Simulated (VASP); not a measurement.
# CdS (Hawleyite) (F-43m) in VASP: further runs

CdS (Hawleyite) is run at these levels: PBEsol, RPBE+D3(BJ); tasks: single point.

All numbers are computed with VASP 6.6.1; they aren't measurements. Logs are shortened: lines on timing, memory, paths and dates and some standing lists are left out, and cuts for length are marked.

### 1 The cell of the first run

It takes space group F-43m (No. 216, cubic). Conventional cell: a = 5.872 Å, b = 5.872 Å, c = 5.872 Å, α = 90.00°, β = 90.00°, γ = 90.00°. Within 3.4 Å of Cd (site symmetry -43m) lie 4 S at 2.54 Å. Within 3.4 Å of S (site symmetry -43m) lie 4 Cd at 2.54 Å.

### 2 Single point, PBEsol (volume scaled by 1.02)

File INCAR:

```
PREC = Accurate
ENCUT = 520
EDIFF = 1E-6
ISMEAR = -1
SIGMA = 0.05
LREAL = F
LASPH = T
NELM = 80
ALGO = Normal
ISIF = 2
LWAVE = F
LCHARG = F
GGA = PS
NBANDS = 16
```

File KPOINTS:

```
Automatic mesh
0
Gamma
  8 8 8
```

File POSCAR:

```
CdS
1.0
    0.0000000000      2.9358151324      2.9358151324
    2.9358151324      0.0000000000      2.9358151324
    2.9358151324      2.9358151324      0.0000000000
Cd S
1 1
Direct
    0.0000000000      0.0000000000      0.0000000000
    0.7500000000      0.7500000000      0.7500000000
```

Potentials or basis: VASP PAW PBE potentials, release 64 (Cd, S).

On the command line:

```bash
> cat potpaw_PBE.64/Cd/POTCAR potpaw_PBE.64/S/POTCAR > POTCAR
> mpirun -np 1 vasp_std > vasp.out
```

OUTCAR:

```text
PREC = Accurate
   ENCUT = 520
   EDIFF = 1E-6
   ISMEAR = -1
   LREAL = F
   LASPH = T
   NELM = 80
   ISIF = 2
   GGA = PS

 ion  position               nearest neighbor table
   1  0.000  0.000  0.000-   2 2.54   2 2.54   2 2.54   2 2.54
   2  0.750  0.750  0.750-   1 2.54   1 2.54   1 2.54   1 2.54

  LATTYP: Found a face centered cubic cell.
 ALAT       =     5.8716302648

  Lattice vectors:

 A1 = (   0.0000000000,   2.9358151324,   2.9358151324)
 A2 = (   2.9358151324,   0.0000000000,   2.9358151324)
 A3 = (   2.9358151324,   2.9358151324,   0.0000000000)

Analysis of symmetry for initial positions (statically):
=====================================================================
 Subroutine PRICEL returns:
 Original cell was already a primitive cell.

 Routine SETGRP: Setting up the symmetry group for a
 face centered cubic supercell.

 Subroutine GETGRP returns: Found 24 space group operations
 (whereof 24 operations were pure point group operations)
 out of a pool of 48 trial point group operations.

The static configuration has the point symmetry T_d .

Analysis of symmetry for dynamics (positions and initial velocities):
=====================================================================
 Subroutine PRICEL returns:
 Original cell was already a primitive cell.

 Routine SETGRP: Setting up the symmetry group for a
 face centered cubic supercell.

 Subroutine GETGRP returns: Found 24 space group operations
 (whereof 24 operations were pure point group operations)
 out of a pool of 48 trial point group operations.

The dynamic configuration has the point symmetry T_d .

 Subroutine INISYM returns: Found 24 space group operations
 (whereof 24 operations are pure point group operations),
 and found     1 'primitive' translations

----------------------------------------------------------------------------------------

                                     Primitive cell

  volume of cell :      50.6076

  direct lattice vectors                    reciprocal lattice vectors
     0.000000000  2.935815132  2.935815132    -0.170310451  0.170310451  0.170310451
     2.935815132  0.000000000  2.935815132     0.170310451 -0.170310451  0.170310451
     2.935815132  2.935815132  0.000000000     0.170310451  0.170310451 -0.170310451

  length of vectors
     4.151869577  4.151869577  4.151869577     0.294986355  0.294986355  0.294986355

  position of ions in fractional coordinates (direct lattice)
     0.000000000  0.000000000  0.000000000
     0.750000000  0.750000000  0.750000000

  ion indices of the primitive-cell ions
   primitive index   ion index
                 1           1
                 2           2

----------------------------------------------------------------------------------------

 KPOINTS: Automatic mesh

Automatic generation of k-mesh.
 Grid dimensions read from file:
 generate k-points for:    8    8    8

 Generating k-lattice:

  Cartesian coordinates                     Fractional coordinates (reciprocal lattice)
    -0.021288806  0.021288806  0.021288806     0.125000000  0.000000000  0.000000000
     0.021288806 -0.021288806  0.021288806     0.000000000  0.125000000  0.000000000
     0.021288806  0.021288806 -0.021288806     0.000000000  0.000000000  0.125000000

  Length of vectors
     0.036873294  0.036873294  0.036873294

  Shift w.r.t. Gamma in fractional coordinates (k-lattice)
     0.000000000  0.000000000  0.000000000

 Subroutine IBZKPT returns following result:
 ===========================================

 Found     29 irreducible k-points:

 Following reciprocal coordinates:
            Coordinates               Weight
  0.000000  0.000000  0.000000      1.000000
  0.125000  0.000000  0.000000      8.000000
  0.250000  0.000000  0.000000      8.000000
  0.375000  0.000000  0.000000      8.000000
  0.500000  0.000000  0.000000      4.000000
  0.125000  0.125000  0.000000      6.000000
[... 16 lines left out ...]
  0.500000  0.250000  0.125000     48.000000
 -0.375000  0.250000  0.125000     24.000000
 [... further k-points ...]
   k-points           NKPTS =     29   k-points in BZ     NKDIM =     29   number of bands    NBANDS=     16
   number of dos      NEDOS =    301   number of ions     NIONS =      2
   total plane-waves  NPLWV =  32768
   dimension x,y,z NGX =    32 NGY =   32 NGZ =   32
   dimension x,y,z NGXF=    64 NGYF=   64 NGZF=   64
   ions per type =               1   1
   NGX,Y,Z   is equivalent  to a cutoff of  12.81, 12.81, 12.81 a.u.
   NGXF,Y,Z  is equivalent  to a cutoff of  25.63, 25.63, 25.63 a.u.
 SYSTEM =  unknown system
   PREC   = accura    normal or accurate (medium, high low for compatibility)
   ISTART =      0    job   : 0-new  1-cont  2-samecut
   ICHARG =      2    charge: 1-file 2-atom 10-const
   ISPIN  =      1    spin polarized calculation?
   LNONCOLLINEAR =      F non collinear calculations
   LSORBIT =      F    spin-orbit coupling
   LASPH  =      T    aspherical Exc in radial PAW
   ENCUT  =  520.0 eV  38.22 Ry    6.18 a.u.   7.72  7.72  7.72*2*pi/ulx,y,z
   NELM   =     80;   NELMIN=  2; NELMDL= -5     # of ELM steps
   EDIFF  = 0.1E-05   stopping-criterion for ELM
   LREAL  =      F    real-space projection
   EDIFFG = 0.1E-04   stopping-criterion for IOM
   NSW    =      0    number of steps for IOM
   IBRION =     -1    ionic relax: 0-MD 1-quasi-New 2-CG
   NFREE  =      0    steps in history (QN), initial steepest desc. (CG)
   ISIF   =      2    stress and relaxation
   ISYM   =      2    0-nonsym 1-usesym 2-fastsym
   POTIM  = 0.5000    time-step for ionic-motion
   TEBEG  =    0.0;   TEEND  =   0.0 temperature during run
   PSTRESS=    0.0 pullay stress
   NELECT =      18.0000    total number of electrons
   NUPDOWN=      -1.0000    fix difference up-down
   EMIN   =  10.00;   EMAX   =-10.00  energy-range for DOS
   EFERMI =   0.00;   METHOD = LEGACY
   ISMEAR =    -1;   SIGMA  =   0.05  broadening in eV -4-tet -1-fermi 0-gaus
   EFERMI_NEDOS =   21; number of points for ismear=-14 and -15
   IALGO  =     38    algorithm
   IMIX   =      4    mixing-type and parameters
     AMIX     =   0.40;   BMIX     =  1.00
     AMIX_MAG =   1.60;   BMIX_MAG =  1.00
  volume/ion in A,a.u.               =      25.30       170.76
  Fermi-wavevector in a.u.,A,eV,Ry     =   1.159917  2.191926 18.305384  1.345408
  Thomas-Fermi vector in A             =   2.296505
   LORBIT       =      0    0 simple, 1 ext, 2 COOP (PROOUT), +10 PAW based schemes
   GGA     = PS    functional components
   LHFCALC =     F    Hartree Fock is set to
   AEXX    =    0.0000 exact exchange contribution
   IVDW    =     0    specifies the selected vdW correction
   LEPSILON=     F    determine dielectric tensor
   LRPA    =     F    only Hartree local field effects (RPA)
 non-spin polarized calculation
  energy-cutoff  :      520.00
  volume of cell :       50.61
 maximum number of plane-waves:      1380
   NGX = 15   NGY = 15   NGZ = 15

 number of electron      18.0000005 magnetization

 Free energy of the ion-electron system (eV)
  ---------------------------------------------------
  ext. energy  EPLUGINS =         0.00000000
  ---------------------------------------------------
  free energy    TOTEN  =        -6.81074566 eV

  energy without entropy =       -6.81074505  energy(sigma->0) =       -6.81074536

 E-fermi :   1.5666     XC(G=0):  -9.2854

 val. band max:        1.0438774101   @ k =   0.0000   0.0000   0.0000
 cond. band min:       2.0104845278   @ k =   0.0000   0.0000   0.0000
 fundamental gap:      0.9666071177
 Fermi energy:         1.5666248656

 k-point     1 :       0.0000    0.0000    0.0000
  band No.  band energies     occupation
      1     -11.2197      2.00000
      2      -6.6133      2.00000
      3      -6.6133      2.00000
      4      -6.6133      2.00000
      5      -6.1519      2.00000
      6      -6.1519      2.00000
[... 8 lines left out ...]
     15      12.4584      0.00000
     16      12.4584      0.00000

 k-point     2 :       0.1250    0.0000    0.0000
  band No.  band energies     occupation
      1     -11.1585      2.00000
      2      -6.5916      2.00000
      3      -6.5916      2.00000
      4      -6.5615      2.00000
      5      -6.1529      2.00000
      6      -6.1529      2.00000
[... 8 lines left out ...]
     15      11.8305      0.00000
     16      12.7500      0.00000

 k-point     3 :       0.2500    0.0000    0.0000
  band No.  band energies     occupation
      1     -11.0100      2.00000
      2      -6.5447      2.00000
      3      -6.5447      2.00000
      4      -6.3758      2.00000
      5      -6.1479      2.00000
      6      -6.1479      2.00000
[... 8 lines left out ...]
     15      11.5854      0.00000
     16      12.1083      0.00000

 k-point     4 :       0.3750    0.0000    0.0000
  band No.  band energies     occupation
      1     -10.8612      2.00000
      2      -6.5086      2.00000
      3      -6.5086      2.00000
      4      -6.1289      2.00000
      5      -6.1289      2.00000
      6      -6.0343      2.00000
[... 8 lines left out ...]
     15      12.4363      0.00000
     16      12.4363      0.00000

 k-point     5 :       0.5000    0.0000    0.0000
  band No.  band energies     occupation
      1     -10.8000      2.00000
      2      -6.4976      2.00000
      3      -6.4976      2.00000
      4      -6.1160      2.00000
      5      -6.1160      2.00000
      6      -5.7883      2.00000
[... 8 lines left out ...]
     15      13.5024      0.00000
     16      13.5024      0.00000

 k-point     6 :       0.1250    0.1250    0.0000
  band No.  band energies     occupation
      1     -11.1383      2.00000
      2      -6.5715      2.00000
      3      -6.5709      2.00000
      4      -6.5709      2.00000
      5      -6.1675      2.00000
      6      -6.1397      2.00000
[... 8 lines left out ...]
     15      12.5631      0.00000
     16      13.3717      0.00000

 k-point     7 :       0.2500    0.1250    0.0000
  band No.  band energies     occupation
      1     -11.0192      2.00000
      2      -6.5418      2.00000
      3      -6.5205      2.00000
      4      -6.4370      2.00000
      5      -6.1703      2.00000
      6      -6.1279      2.00000
[... 8 lines left out ...]
     15      12.4237      0.00000
     16      13.5080      0.00000

 k-point     8 :       0.3750    0.1250    0.0000
  band No.  band energies     occupation
      1     -10.8712      2.00000
      2      -6.5048      2.00000
      3      -6.4784      2.00000
      4      -6.2258      2.00000
      5      -6.1139      2.00000
      6      -6.0695      2.00000
[... 8 lines left out ...]
     15      12.9401      0.00000
     16      12.9814      0.00000

 k-point     9 :       0.5000    0.1250    0.0000
  band No.  band energies     occupation
      1     -10.7818      2.00000
      2      -6.4862      2.00000
      3      -6.4649      2.00000
      4      -6.1558      2.00000
      5      -6.1127      2.00000
      6      -5.7778      2.00000
[... 8 lines left out ...]
     15      13.2453      0.00000
     16      13.5370      0.00000
[... 172 lines left out ...]
 k-point    19 :       0.5000    0.3750    0.0000
  band No.  band energies     occupation
      1     -10.6902      2.00000
      2      -6.4053      2.00000
      3      -6.3078      2.00000
      4      -6.2885      2.00000
      5      -6.0815      2.00000
      6      -5.7350      2.00000
[... 8 lines left out ...]
     15      13.6759      0.00000
     16      14.5744      0.00000

 k-point    20 :      -0.3750    0.3750    0.0000
  band No.  band energies     occupation
      1     -10.6826      2.00000
      2      -6.4233      2.00000
      3      -6.3323      2.00000
      4      -6.2391      2.00000
      5      -6.1091      2.00000
      6      -5.5986      2.00000
[... 8 lines left out ...]
     15      12.9567      0.00000
     16      15.1351      0.00000

 k-point    21 :       0.5000    0.5000    0.0000
  band No.  band energies     occupation
      1     -10.6705      2.00000
      2      -6.4074      2.00000
      3      -6.2783      2.00000
      4      -6.2783      2.00000
      5      -6.0683      2.00000
      6      -5.7265      2.00000
[... 8 lines left out ...]
     15      13.3868      0.00000
     16      14.4454      0.00000

 k-point    22 :       0.3750    0.2500    0.1250
  band No.  band energies     occupation
      1     -10.9009      2.00000
      2      -6.4947      2.00000
      3      -6.4696      2.00000
      4      -6.3113      2.00000
      5      -6.1452      2.00000
      6      -6.0940      2.00000
[... 8 lines left out ...]
     15      12.9541      0.00000
     16      14.6912      0.00000

 k-point    23 :       0.5000    0.2500    0.1250
  band No.  band energies     occupation
      1     -10.7839      2.00000
      2      -6.4605      2.00000
      3      -6.4353      2.00000
      4      -6.2157      2.00000
      5      -6.1199      2.00000
      6      -5.8715      2.00000
[... 8 lines left out ...]
     15      13.6727      0.00000
     16      14.0371      0.00000

 k-point    24 :      -0.3750    0.2500    0.1250
  band No.  band energies     occupation
      1     -10.7361      2.00000
      2      -6.4561      2.00000
      3      -6.4190      2.00000
      4      -6.1773      2.00000
      5      -6.1265      2.00000
      6      -5.6781      2.00000
[... 8 lines left out ...]
     15      13.1772      0.00000
     16      14.0986      0.00000

 [... further k-points ...]

------------------------ aborting loop because EDIFF is reached ----------------------------------------

  FORCE on cell =-STRESS in cart. coord.  units (eV):
  Direction    XX          YY          ZZ          XY          YZ          ZX
  --------------------------------------------------------------------------------------
  -------------------------------------------------------------------------------------
  Total       -0.3336040     -0.3336040     -0.3336040      0.0000000      0.0000000      0.0000000
  in kB      -10.5615024    -10.5615024    -10.5615024      0.0000000      0.0000000      0.0000000
  external PRESSURE =     -10.5615024 kB  Pullay stress =       0.0000000 kB

 VOLUME and BASIS-vectors are now :
 -----------------------------------------------------------------------------
  energy-cutoff  :      520.00
  volume of cell :       50.61
      direct lattice vectors                 reciprocal lattice vectors
     0.000000000  2.935815132  2.935815132    -0.170310451  0.170310451  0.170310451
     2.935815132  0.000000000  2.935815132     0.170310451 -0.170310451  0.170310451
     2.935815132  2.935815132  0.000000000     0.170310451  0.170310451 -0.170310451

 POSITION                                       TOTAL-FORCE (eV/Angst)
 -----------------------------------------------------------------------------------
      0.00000      0.00000      0.00000        -0.000000     -0.000000     -0.000000
      4.40372      4.40372      4.40372         0.000000      0.000000      0.000000
 -----------------------------------------------------------------------------------
    total drift:                                0.000000      0.000000      0.000000

  FREE ENERGIE OF THE ION-ELECTRON SYSTEM (eV)
  ---------------------------------------------------
  free  energy   TOTEN  =        -6.8107456620 eV

  energy  without entropy=       -6.8107450528  energy(sigma->0) =       -6.81074536
```

Wall time 16 s (1 thread of Intel Xeon Platinum 8259CL at 2.50GHz (Skylake/Cascade Lake), shared host); peak memory 0.18 GiB.

Results:

```
Free energy            : -6.8107 eV
Pressure               : -1.1 GPa
Band gap on the k mesh : 0.97 eV, direct
```

Caveat: the PAW data sets were made with another functional, which shifts forces and pressure a little.

### 3 Single point, PBEsol (volume scaled by 1.04)

File INCAR:

```
SYSTEM = CdS
PREC     = Accurate       ! precision mode
ENCUT    = 520            ! plane-wave cutoff, eV
EDIFF    = 1E-6           ! SCF threshold, eV
ISMEAR   = -1             ! smearing method
SIGMA    = 0.05           ! smearing width, eV
LREAL    = .FALSE.        ! projectors in reciprocal space
LASPH    = .TRUE.         ! aspherical terms in the spheres
NELM     = 100            ! most SCF steps
ALGO     = Normal         ! electronic algorithm
ISIF     = 2              ! what is computed and relaxed
LWAVE    = .FALSE.        ! write WAVECAR
LCHARG   = .FALSE.        ! write CHGCAR
GGA      = PS             ! functional
NBANDS   = 16             ! bands
```

File KPOINTS:

```
Automatic mesh
0
G
  8 8 8
  0 0 0
```

File POSCAR:

```
CdS
1.0
    0.0000000000      2.9548794012      2.9548794012
    2.9548794012      0.0000000000      2.9548794012
    2.9548794012      2.9548794012      0.0000000000
Cd S
1 1
Direct
    0.0000000000      0.0000000000      0.0000000000
    0.7500000000      0.7500000000      0.7500000000
```

Potentials or basis: VASP PAW PBE potentials, release 64 (Cd, S).

On the command line:

```bash
> cat potpaw_PBE.64/Cd/POTCAR potpaw_PBE.64/S/POTCAR > POTCAR
> mpirun -np 1 vasp_std > vasp.out
```

It took 16 s on 1 thread of Intel Xeon Platinum 8259CL at 2.50GHz (Skylake/Cascade Lake), shared host; peak memory 0.18 GiB.

The run converged. Its results:

- Free energy: -6.8011 eV
- Pressure: -2.1 GPa
- Band gap on the k mesh: 0.93 eV, direct

Levels at points of the mesh, in eV from the valence-band top:
| k point | band 7 | band 8 | band 9 | band 10 | band 11 | band 12 |
| --- | --- | --- | --- | --- | --- | --- |
| (0.00, 0.00, 0.00) | 0.00 | 0.00 | 0.00 | 0.93 | 6.45 | 6.45 |
| (0.50, 0.00, 0.00) | -4.25 | -0.71 | -0.71 | 2.83 | 6.91 | 6.91 |
| (0.50, 0.50, 0.00) | -3.84 | -1.78 | -1.78 | 3.46 | 4.20 | 8.91 |

Caveat: the PAW data sets were made with another functional, which shifts forces and pressure a little.

(Part 1 of 2 ends here.)
